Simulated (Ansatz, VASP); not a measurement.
# One calculation of MoS2, two programs

Contents of INCAR:

```
PREC = Accurate ; ENCUT = 520
EDIFF = 1E-6 ; ISMEAR = 0
SIGMA = 0.05 ; LREAL = F
LASPH = T ; NELM = 80
ALGO = Normal ; ISIF = 2
LWAVE = F ; LCHARG = F
GGA = PE ; IVDW = 12
NBANDS = 20
```

File KPOINTS:

```
regular mesh
0
Gamma
  12 12 12
```

POSCAR

```
MoS2
1.0
    1.5371500000      0.8874739663      5.5660333333
   -1.5371500000      0.8874739663      5.5660333333
    0.0000000000     -1.7749479326      5.5660333333
Mo S
1 2
Direct
    0.0000172156      0.0000172156      0.0000172156
    0.7535368444      0.7535368444      0.7535368444
    0.5797459400      0.5797459400      0.5797459400
```

Input for Ansatz:

```yaml
crystal:
  lattice:
    - [1.53715, 0.8874739663, 5.5660333333]
    - [-1.53715, 0.8874739663, 5.5660333333]
    - [0.0, -1.7749479326, 5.5660333333]
  atoms:
    - { symbol: Mo, position: [1.72156e-05, 1.72156e-05, 1.72156e-05] }
    - { symbol: S, position: [0.7535368444, 0.7535368444, 0.7535368444] }
    - { symbol: S, position: [0.57974594, 0.57974594, 0.57974594] }
basis:
  ecutwfc: 420
kpoints:
  mp_grid: { grid: [12, 12, 12] }
hamiltonian:
  xc: pbe
  pseudopotentials: { kind: paw, azcp: { folder: soft_1 } }
  dispersion: d3bj
scf:
  occupations: { method: gaussian, width: 0.05 }
output:
  forces: true
  stress: true
  eigenvalues: true
```

Alike in both runs: task single point; functional PBE; dispersion D3(BJ); k mesh 12 × 12 × 12; occupations gaussian, width 0.05 eV; no spin polarisation.

|  | VASP | Ansatz |
| --- | --- | --- |
| version | VASP 6.6.1 | Ansatz 0.2.0 |
| potentials or method | VASP PAW PBE potentials, release 64 (Mo_sv, S), cutoff 520 eV | scalar-relativistic, plane waves, PAW |
| valence electrons in the cell | 26 | 26 |

VASP gave:

| Item | Value |
| --- | --- |
| gap on the k mesh at the Fermi level (eV) | 0.19 |
| least direct gap on the mesh (eV) | 1.68 |
| pressure (GPa) | 26.3 |
| traceless stress, the component that is largest in VASP (GPa) | 8.58 |
| rms of the force components (eV/Å) | 1.436 |

Task: Which values does Ansatz return?

Result: gap on the k mesh at the Fermi level (eV): 0.16; least direct gap on the mesh (eV): 1.66; pressure (GPa): 26.6; traceless stress, the component that is largest in VASP (GPa): 8.64; rms of the force components (eV/Å): 1.453.

Atom by atom the forces differ by 0.017 eV/Å (rms over components).
